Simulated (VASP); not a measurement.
As:

```
As
1.0
     2.39516   -2.59199    0.00000
     2.39516    2.59199    0.00000
     0.00000    0.00000    3.79160
As
2
Direct
  0.25808 0.74192 0.50000
  0.74192 0.25808 0.50000
```

| Quantity | Value |
| --- | --- |
| Program | VASP 6.6.1 |
| Task | relaxation of cell and atoms |
| Functional | PBE |
| Potentials or basis | VASP PAW PBE potentials, release 64 (As) |
| Cutoff | 600 eV |
| k mesh | 6 × 6 × 4 |
| Occupations | gaussian, width 0.1 eV |
| Spin | no spin polarisation |

At the start: pressure 7.5 GPa; volume 23.54 Å³/atom.

Question: How do energy, volume and symmetry change on relaxing?

Answer: Over 32 steps the energy falls by 452.7 meV/atom and the volume is 22.56 Å³/atom (-4.2 %); space group Cmmm (No. 65, to 0.05 Å).

Step by step:
| step | energy change (eV) | largest force (eV/Å) | pressure (GPa) | volume (Å³) |
| --- | --- | --- | --- | --- |
| 1 | 0.0000 | 0.3247 | 7.47 | 47.08 |
| 2 | -0.2028 | 0.5830 | -6.06 | 54.64 |
| 3 | -0.2485 | 0.4627 | -2.89 | 51.89 |
| 4 | -0.2490 | 0.4598 | -2.64 | 51.71 |
| 5 | -0.2492 | 0.4565 | -2.32 | 51.48 |
| 6 | -0.3291 | 0.2627 | -1.38 | 49.60 |
| 7 | -0.4523 | 0.4609 | 1.99 | 45.86 |
| 8 | -0.1126 | 4.3858 | 21.10 | 38.42 |
| 9 | -0.4724 | 0.6556 | 2.67 | 45.17 |
| 10 | -0.4860 | 2.0951 | 8.66 | 41.79 |
| 11 | -0.4962 | 0.9812 | 4.09 | 44.17 |
| 12 | -0.5100 | 1.4149 | 5.65 | 43.14 |
| 13 | -0.5156 | 1.4592 | 5.83 | 43.02 |
| 14 | -0.5289 | 1.5967 | 6.41 | 42.65 |
| 15 | -0.5399 | 1.9102 | 7.75 | 41.92 |
| 16 | -0.5617 | 1.8185 | 7.40 | 41.96 |
| 17 | -0.6214 | 1.5512 | 6.35 | 42.05 |
| 18 | -0.7198 | 1.0124 | 4.66 | 42.23 |
| 19 | -0.8305 | 0.1169 | 2.11 | 42.54 |
| 20 | -0.8439 | 0.2155 | 1.18 | 42.68 |
| 21 | -0.8493 | 0.2284 | 1.06 | 42.76 |
| 22 | -0.8624 | 0.2671 | 0.73 | 42.98 |
| 23 | -0.8794 | 0.3319 | 0.17 | 43.42 |
| 24 | -0.8639 | 0.3119 | -0.35 | 44.27 |
| 25 | -0.8822 | 0.3370 | -0.07 | 43.69 |
| 26 | -0.8861 | 0.3043 | 0.07 | 43.74 |
| 27 | -0.8952 | 0.1750 | 0.48 | 43.88 |
| 28 | -0.9005 | 0.1584 | 1.39 | 44.16 |
| 29 | -0.9038 | 0.1090 | 0.84 | 44.57 |
| 30 | -0.9046 | 0.0703 | 0.42 | 44.91 |
| 31 | -0.9050 | 0.0452 | 0.24 | 44.98 |
| 32 | -0.9053 | 0.0028 | -0.06 | 45.11 |

Final structure:
```yaml
crystal:
  lattice:
    - [2.67717, -2.87120, 0.00000]
    - [2.67717, 2.87120, 0.00000]
    - [0.00000, 0.00000, 2.93440]
  atoms:
    - { symbol: As, position: [0.29067, 0.70933, 0.50000] }
    - { symbol: As, position: [0.70933, 0.29067, 0.50000] }
```

Caveat: the k points lie up to 0.54 Å⁻¹ apart in the final cell; this functional lacks dispersion, which binds the layers, so the pressure and a relaxed spacing across them are unreliable.
